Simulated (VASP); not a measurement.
# AlN (F-43m) in VASP: a series of runs

Runs on AlN. Level: PBEsol. Tasks: single point, relaxation of cell and atoms.

Everything below comes from runs of VASP 6.6.1. Logs are shortened: lines on timing, memory, paths and dates and some standing lists are left out, and cuts for length are marked.

**1. The cell of the first run**

Symmetry: F-43m, No. 216, cubic system. The conventional cell has a = 4.256 Å, b = 4.256 Å, c = 4.256 Å, α = 90.00°, β = 90.00°, γ = 90.00°. Al (site symmetry -43m) has 4 N at 1.84 Å within 2.4 Å. Within 2.4 Å of N (site symmetry -43m) lie 4 Al at 1.84 Å.

**2. Single point, PBEsol**

File INCAR:

```
ALGO     = Normal         # electronic algorithm
EDIFF    = 1E-6           # SCF threshold, eV
ENCUT    = 600            # plane-wave cutoff, eV
GGA      = PS             # functional
GGA_COMPAT= False        
ISIF     = 2              # what is computed and relaxed
ISMEAR   = 0              # smearing method
LASPH    = True           # aspherical terms in the spheres
LCHARG   = True           # write CHGCAR
LELF     = True           # ELF
LREAL    = False          # projectors in reciprocal space
LVHAR    = True         
LWAVE    = False          # write WAVECAR
NBANDS   = 11             # bands
NELM     = 120            # most SCF steps
PREC     = Accurate       # precision mode
SIGMA    = 0.01           # smearing width, eV
```

File KPOINTS:

```
k-points
0
Gamma
  10 10 10
```

File POSCAR:

```
AlN
1.0
    0.0000000000      2.1278629793      2.1278629793
    2.1278629793      0.0000000000      2.1278629793
    2.1278629793      2.1278629793      0.0000000000
Al N
1 1
Direct
    0.0000000000      0.0000000000      0.0000000000
    0.7500000000      0.7500000000      0.7500000000
```

Potentials or basis: VASP PAW PBE potentials, release 64 (Al, N).

Launch:

```bash
cat potpaw_PBE.64/Al/POTCAR potpaw_PBE.64/N/POTCAR > POTCAR
mpirun -np 1 vasp_std > vasp.out
```

OUTCAR:

```text
EDIFF = 1E-6
   ENCUT = 600
   GGA = PS
   ISIF = 2
   ISMEAR = 0
   LASPH = True
   LREAL = False
   NELM = 120
   PREC = Accurate

 ion  position               nearest neighbor table
   1  0.000  0.000  0.000-   2 1.84   2 1.84   2 1.84   2 1.84
   2  0.750  0.750  0.750-   1 1.84   1 1.84   1 1.84   1 1.84

  LATTYP: Found a face centered cubic cell.
 ALAT       =     4.2557259586

  Lattice vectors:

 A1 = (   0.0000000000,   2.1278629793,   2.1278629793)
 A2 = (   2.1278629793,   0.0000000000,   2.1278629793)
 A3 = (   2.1278629793,   2.1278629793,   0.0000000000)

Analysis of symmetry for initial positions (statically):
=====================================================================
 Subroutine PRICEL returns:
 Original cell was already a primitive cell.

 Routine SETGRP: Setting up the symmetry group for a
 face centered cubic supercell.

 Subroutine GETGRP returns: Found 24 space group operations
 (whereof 24 operations were pure point group operations)
 out of a pool of 48 trial point group operations.

The static configuration has the point symmetry T_d .

Analysis of symmetry for dynamics (positions and initial velocities):
=====================================================================
 Subroutine PRICEL returns:
 Original cell was already a primitive cell.

 Routine SETGRP: Setting up the symmetry group for a
 face centered cubic supercell.

 Subroutine GETGRP returns: Found 24 space group operations
 (whereof 24 operations were pure point group operations)
 out of a pool of 48 trial point group operations.

The dynamic configuration has the point symmetry T_d .

 Subroutine INISYM returns: Found 24 space group operations
 (whereof 24 operations are pure point group operations),
 and found     1 'primitive' translations

----------------------------------------------------------------------------------------

                                     Primitive cell

  volume of cell :      19.2691

  direct lattice vectors                    reciprocal lattice vectors
     0.000000000  2.127862979  2.127862979    -0.234977536  0.234977536  0.234977536
     2.127862979  0.000000000  2.127862979     0.234977536 -0.234977536  0.234977536
     2.127862979  2.127862979  0.000000000     0.234977536  0.234977536 -0.234977536

  length of vectors
     3.009252684  3.009252684  3.009252684     0.406993031  0.406993031  0.406993031

  position of ions in fractional coordinates (direct lattice)
     0.000000000  0.000000000  0.000000000
[... 85 lines left out ...]
   ISYM   =      2    0-nonsym 1-usesym 2-fastsym
   POTIM  = 0.5000    time-step for ionic-motion
   TEBEG  =    0.0;   TEEND  =   0.0 temperature during run
   PSTRESS=    0.0 pullay stress
   NELECT =       8.0000    total number of electrons
   NUPDOWN=      -1.0000    fix difference up-down
   EMIN   =  10.00;   EMAX   =-10.00  energy-range for DOS
   EFERMI =   0.00;   METHOD = LEGACY
   ISMEAR =     0;   SIGMA  =   0.01  broadening in eV -4-tet -1-fermi 0-gaus
   EFERMI_NEDOS =   21; number of points for ismear=-14 and -15
   IALGO  =     38    algorithm
   IMIX   =      4    mixing-type and parameters
     AMIX     =   0.40;   BMIX     =  1.00
     AMIX_MAG =   1.60;   BMIX_MAG =  1.00
  volume/ion in A,a.u.               =       9.63        65.02
  Fermi-wavevector in a.u.,A,eV,Ry     =   1.221287  2.307898 20.293670  1.491543
  Thomas-Fermi vector in A             =   2.356475
   LORBIT       =      0    0 simple, 1 ext, 2 COOP (PROOUT), +10 PAW based schemes
   GGA     = PS    functional components
   LHFCALC =     F    Hartree Fock is set to
   AEXX    =    0.0000 exact exchange contribution
   IVDW    =     0    specifies the selected vdW correction
   LEPSILON=     F    determine dielectric tensor
   LRPA    =     F    only Hartree local field effects (RPA)
 non-spin polarized calculation
 Gauss-broadening in eV      SIGMA  =   0.01
  energy-cutoff  :      600.00
  volume of cell :       19.27
 maximum number of plane-waves:       656
   NGX = 13   NGY = 13   NGZ = 13

 number of electron       7.9999999 magnetization

 Free energy of the ion-electron system (eV)
  ---------------------------------------------------
  ext. energy  EPLUGINS =         0.00000000
  ---------------------------------------------------
  free energy    TOTEN  =       -15.51202849 eV

  energy without entropy =      -15.51202849  energy(sigma->0) =      -15.51202849

 E-fermi :   6.7900     XC(G=0): -11.4758

 val. band max:        6.6395186703   @ k =   0.0000   0.0000   0.0000
 cond. band min:       9.8587024829   @ k =   0.5000   0.5000   0.0000
 fundamental gap:      3.2191838127
 Fermi energy:         6.7900008542

 k-point     1 :       0.0000    0.0000    0.0000
  band No.  band energies     occupation
      1      -8.7887      2.00000
      2       6.6395      2.00000
      3       6.6395      2.00000
      4       6.6395      2.00000
      5      11.4793      0.00000
      6      19.8943      0.00000
      7      19.8943      0.00000
      8      19.8943      0.00000
      9      24.8586      0.00000
     10      24.8586      0.00000
     11      26.3741      0.00000
[... 309 lines left out ...]
 k-point    24 :       0.4000    0.3000    0.0000
  band No.  band energies     occupation
      1      -6.5301      2.00000
      2       2.2938      2.00000
      3       4.8370      2.00000
      4       5.1602      2.00000
      5      11.6058      0.00000
      6      16.5504      0.00000
      7      19.8092      0.00000
      8      21.9960      0.00000
      9      22.5720      0.00000
     10      28.7496      0.00000
     11      31.4323      0.00000

 [... further k-points ...]

------------------------ aborting loop because EDIFF is reached ----------------------------------------

  FORCE on cell =-STRESS in cart. coord.  units (eV):
  Direction    XX          YY          ZZ          XY          YZ          ZX
  --------------------------------------------------------------------------------------
  -------------------------------------------------------------------------------------
  Total        2.4086483      2.4086483      2.4086483      0.0000000      0.0000000      0.0000000
  in kB      200.2732787    200.2732787    200.2732787      0.0000000      0.0000000      0.0000000
  external PRESSURE =     200.2732787 kB  Pullay stress =       0.0000000 kB

 VOLUME and BASIS-vectors are now :
 -----------------------------------------------------------------------------
  energy-cutoff  :      600.00
  volume of cell :       19.27
      direct lattice vectors                 reciprocal lattice vectors
     0.000000000  2.127862979  2.127862979    -0.234977536  0.234977536  0.234977536
     2.127862979  0.000000000  2.127862979     0.234977536 -0.234977536  0.234977536
     2.127862979  2.127862979  0.000000000     0.234977536  0.234977536 -0.234977536

 POSITION                                       TOTAL-FORCE (eV/Angst)
 -----------------------------------------------------------------------------------
      0.00000      0.00000      0.00000        -0.000000     -0.000000     -0.000000
      3.19179      3.19179      3.19179         0.000000      0.000000      0.000000
 -----------------------------------------------------------------------------------
    total drift:                               -0.000000     -0.000000     -0.000000

  FREE ENERGIE OF THE ION-ELECTRON SYSTEM (eV)
  ---------------------------------------------------
  free  energy   TOTEN  =       -15.5120284858 eV

  energy  without entropy=      -15.5120284858  energy(sigma->0) =      -15.51202849
```

stdout:

```text
POSCAR found type information on POSCAR AlN
 POSCAR found :  2 types and       2 ions
 scaLAPACK will be used
 -----------------------------------------------------------------------------
|                                                                             |
|                                                                             |
|     You enforced a specific xc type in the INCAR file but a different       |
|     I HOPE YOU KNOW WHAT YOU ARE DOING!                                     |
|                                                                             |
 -----------------------------------------------------------------------------

 LDA part: xc-table for (Slater+PW92), standard interpolation
 POSCAR, INCAR and KPOINTS ok, starting setup
 FFT: planning ... GRIDC
 FFT: planning ... GRID_SOFT
 FFT: planning ... GRID
 WAVECAR not read
 entering main loop
```

Wall time 4.7 s (1 thread of Intel Xeon 6975P-C (Granite Rapids), shared host); peak memory 0.13 GiB.

What came out:

| Property | Result |
| --- | --- |
| Free energy | -15.5120 eV |
| Pressure | 20.0 GPa |
| Band gap on the k mesh | 3.22 eV (least direct gap 4.84 eV) |

Levels at points of the mesh, in eV from the valence-band top:
```csv
k point,band 1,band 2,band 3,band 4,band 5,band 6,band 7,band 8,band 9
"(0.00, 0.00, 0.00)",-15.43,0.00,0.00,0.00,4.84,13.25,13.25,13.25,18.22
"(0.50, 0.00, 0.00)",-13.10,-6.25,-0.49,-0.49,8.00,10.30,11.53,11.53,18.91
"(0.50, 0.50, 0.00)",-12.38,-5.20,-1.87,-1.87,3.22,8.95,14.98,16.61,16.61
```

Caveat: the cell stands under pressure; the PAW data sets were made with another functional, which shifts forces and pressure a little. A k mesh can miss the band edges.

**3. Relaxation of cell and atoms, PBEsol, target pressure 20 GPa, at which the enthalpy is minimised**

This run uses another cell than the first one, of 10.49 Å³/atom.

File INCAR:

```
  ALGO = Normal
  EDIFF = 1E-7
  EDIFFG = -0.001
  ENCUT = 600
  GGA = PS
  GGA_COMPAT = F
  IBRION = 2
  ISIF = 3
  ISMEAR = 0
  LASPH = T
  LCHARG = F
  LREAL = F
  LWAVE = F
  NELM = 120
  NELMIN = 4
  NSW = 80
  PREC = Accurate
  PSTRESS = 200.0
  SIGMA = 0.01
```

KPOINTS is that of step 2.

File POSCAR:

```
AlN
1.0
    0.0000000000      2.1888400064      2.1888400064
    2.1888400064      0.0000000000      2.1888400064
    2.1888400064      2.1888400064      0.0000000000
Al N
1 1
Direct
    0.0000000000      0.0000000000      0.0000000000
    0.7500000000      0.7500000000      0.7500000000
```

Potentials or basis: VASP PAW PBE potentials, release 64 (Al, N).

Launch:

```bash
cat potpaw_PBE.64/Al/POTCAR potpaw_PBE.64/N/POTCAR > POTCAR
mpirun -np 1 vasp_std > vasp.out
```

It took 29 s on 1 thread of Intel Xeon 6975P-C (Granite Rapids), shared host; peak memory 0.15 GiB.

It converged, with:

- Free energy: -15.5147 eV
- Relaxed volume: 9.63 Å³/atom
- Relaxed cell: a = 3.009 Å, b = 3.009 Å, c = 3.009 Å, α = 60.00°, β = 60.00°, γ = 60.00°
- Space group after relaxing (to 0.1 Å): F-43m (No. 216)
- Energy change on relaxing (the run minimises the enthalpy): +49.2 meV/atom
- Ionic steps: 7
- Pressure after relaxing: 20.0 GPa
- Band gap on the k mesh: 3.22 eV (least direct gap 4.84 eV)

Step by step:
```csv
step,energy change (eV),largest force (eV/Å),pressure (GPa),volume (Å³)
1,0.0000,0.0000,-0.15,20.97
2,0.5785,0.0000,58.25,17.22
3,0.0928,0.0000,19.36,19.31
4,0.0977,0.0000,19.93,19.27
5,0.1018,0.0000,20.41,19.24
6,0.0943,0.0000,19.53,19.30
7,0.0983,0.0000,20.01,19.27
```

Final structure:
```xyz
2
Lattice="0.0000 2.1279 2.1279 2.1279 0.0000 2.1279 2.1279 2.1279 0.0000" Properties=species:S:1:pos:R:3 pbc="T T T"
Al    0.0000    0.0000    0.0000
N     3.1918    3.1918    3.1918
```

Levels at points of the mesh, in eV from the valence-band top:
| k point | band 2 | band 3 | band 4 | band 5 | band 6 | band 7 |
| --- | --- | --- | --- | --- | --- | --- |
| (0.00, 0.00, 0.00) | 0.00 | 0.00 | 0.00 | 4.84 | 13.26 | 13.26 |
| (0.50, 0.00, 0.00) | -6.25 | -0.49 | -0.49 | 8.00 | 10.30 | 11.53 |
| (0.50, 0.50, 0.00) | -5.20 | -1.87 | -1.87 | 3.22 | 8.95 | 14.98 |

Caveat: the cell is relaxed towards a set pressure, so the run minimises the enthalpy, not the energy; the PAW data sets were made with another functional, which shifts forces and pressure a little.

**4. Single point, PBEsol**

This run uses another cell than the first one, of 9.47 Å³/atom.

File INCAR:

```
SYSTEM = AlN
PREC = Accurate ; ENCUT = 600
EDIFF = 1E-6 ; ISMEAR = 0
SIGMA = 0.01 ; LREAL = .FALSE.
LASPH = .TRUE. ; NELM = 120
ALGO = Normal ; ISIF = 2
LWAVE = .FALSE. ; LCHARG = .FALSE.
GGA = PS ; NBANDS = 11
GGA_COMPAT = .FALSE.
```

File KPOINTS:

```
Automatic mesh
0
G
  10 10 10
  0 0 0
```

File POSCAR:

```
AlN
1.0
    0.0000000000      2.1153644032      2.1153644032
    2.1153644032      0.0000000000      2.1153644032
    2.1153644032      2.1153644032      0.0000000000
Al N
1 1
Direct
    0.0000000000      0.0000000000      0.0000000000
    0.7500000000      0.7500000000      0.7500000000
```

Launch:

```bash
cat potpaw_PBE.64/Al/POTCAR potpaw_PBE.64/N/POTCAR > POTCAR
mpirun -np 1 vasp_std > vasp.out
```

Run time: 14 s. Hardware: 1 thread of Intel Xeon 8259CL, shared host; peak memory 0.13 GiB.

It converged, with:

* Free energy: -15.4641 eV
* Pressure: 25.1 GPa
* Band gap on the k mesh: 3.23 eV (least direct gap 5.01 eV)

Levels at points of the mesh, in eV from the valence-band top:
| k point | band 1 | band 2 | band 3 | band 4 | band 5 | band 6 | band 7 | band 8 | band 9 |
| --- | --- | --- | --- | --- | --- | --- | --- | --- | --- |
| (0.00, 0.00, 0.00) | -15.54 | 0.00 | 0.00 | 0.00 | 5.01 | 13.44 | 13.44 | 13.44 | 18.36 |
| (0.50, 0.00, 0.00) | -13.15 | -6.33 | -0.49 | -0.49 | 8.17 | 10.43 | 11.64 | 11.64 | 19.16 |
| (0.50, 0.50, 0.00) | -12.41 | -5.26 | -1.89 | -1.89 | 3.23 | 9.06 | 15.24 | 16.84 | 16.84 |

Caveat: the cell stands under pressure; the PAW data sets were made with another functional, which shifts forces and pressure a little. A k mesh can miss the band edges.

**5. Relaxation of cell and atoms, PBEsol, target pressure 25 GPa, at which the enthalpy is minimised**

This run uses another cell than the first one, of 10.49 Å³/atom.

File INCAR:

```
PREC = Accurate
ENCUT = 600
EDIFF = 1E-7
ISMEAR = 0
SIGMA = 0.01
LREAL = False
LASPH = True
NELM = 120
ALGO = Normal
ISIF = 3
LWAVE = False
LCHARG = False
GGA = PS
IBRION = 2
NSW = 80
EDIFFG = -0.001
PSTRESS = 250.0
GGA_COMPAT = False
NELMIN = 4
```

File KPOINTS:

```
Automatic mesh
0
Gamma
  10 10 10
```

File POSCAR:

```
AlN
1.0
    0.0000000000      2.1888400058      2.1888400058
    2.1888400058      0.0000000000      2.1888400058
    2.1888400058      2.1888400058      0.0000000000
Al N
1 1
Direct
    0.0000000000      0.0000000000      0.0000000000
    0.7500000000      0.7500000000      0.7500000000
```

Launch:

```bash
cat potpaw_PBE.64/Al/POTCAR potpaw_PBE.64/N/POTCAR > POTCAR
mpirun -np 1 vasp_std > vasp.out
```

Run time: 79 s. Hardware: 1 thread of Intel Xeon 8259CL, shared host; peak memory 0.16 GiB.

The run converged. Its results:

- Free energy: -15.4679 eV
- Relaxed volume: 9.47 Å³/atom
- Relaxed cell: a = 2.992 Å, b = 2.992 Å, c = 2.992 Å, α = 60.00°, β = 60.00°, γ = 60.00°
- Space group after relaxing (to 0.1 Å): F-43m (No. 216)
- Energy change on relaxing (the run minimises the enthalpy): +72.6 meV/atom
- Ionic steps: 7
- Pressure after relaxing: 25.0 GPa
- Band gap on the k mesh: 3.23 eV (least direct gap 5.00 eV)

Step by step:
| step | energy change (eV) | largest force (eV/Å) | pressure (GPa) | volume (Å³) |
| --- | --- | --- | --- | --- |
| 1 | 0.0000 | 0.0000 | -0.15 | 20.97 |
| 2 | 0.9484 | 0.0000 | 80.97 | 16.36 |
| 3 | 0.1337 | 0.0000 | 23.85 | 19.01 |
| 4 | 0.1435 | 0.0000 | 24.85 | 18.95 |
| 5 | 0.1497 | 0.0000 | 25.46 | 18.91 |
| 6 | 0.1394 | 0.0000 | 24.43 | 18.97 |
| 7 | 0.1451 | 0.0000 | 25.01 | 18.94 |

Final structure:
```
Al N
1.0
     0.00000    2.11550    2.11550
     2.11550    0.00000    2.11550
     2.11550    2.11550    0.00000
Al N
1 1
Direct
  0.00000 0.00000 0.00000
  0.75000 0.75000 0.75000
```

Levels at points of the mesh, in eV from the valence-band top:
```
           k point  band 1  band 2  band 3  band 4  band 5  band 6  band 7  band 8
(0.00, 0.00, 0.00)  -15.54    0.00    0.00    0.00    5.00   13.44   13.44   13.44
(0.50, 0.00, 0.00)  -13.15   -6.33   -0.49   -0.49    8.17   10.43   11.64   11.64
(0.50, 0.50, 0.00)  -12.41   -5.26   -1.89   -1.89    3.23    9.06   15.24   16.83
```

Caveat: the cell is relaxed towards a set pressure, so the run minimises the enthalpy, not the energy; the PAW data sets were made with another functional, which shifts forces and pressure a little. A k mesh can miss the band edges.

**6. Summary**

```tsv
task	cell	gap on the mesh (eV)	pressure (GPa)
single point	a = 3.009 Å, angles 60.0°, 2 atoms	3.22	20.0
relaxation of cell and atoms	relaxed to 20 GPa from a = 3.095 Å, angles 60.0°, 2 atoms	3.22	20.0
single point	a = 2.992 Å, angles 60.0°, 2 atoms	3.23	25.1
relaxation of cell and atoms	relaxed to 25 GPa from a = 3.095 Å, angles 60.0°, 2 atoms	3.23	25.0
```

Alike in all rows: level PBEsol; potentials or basis VASP PAW PBE potentials, release 64 (Al, N); no spin polarisation; k mesh 10 × 10 × 10; cutoff (eV) 600; smearing gaussian 0.01 eV.

Caveats: the PAW data sets were made with another functional, which shifts forces and pressure a little; the cell stands under pressure (at least some runs); the cell is relaxed towards a set pressure, so the run minimises the enthalpy, not the energy (at least some runs).

Total energies depend on the potentials used, so only differences within one code and one set of settings carry meaning.
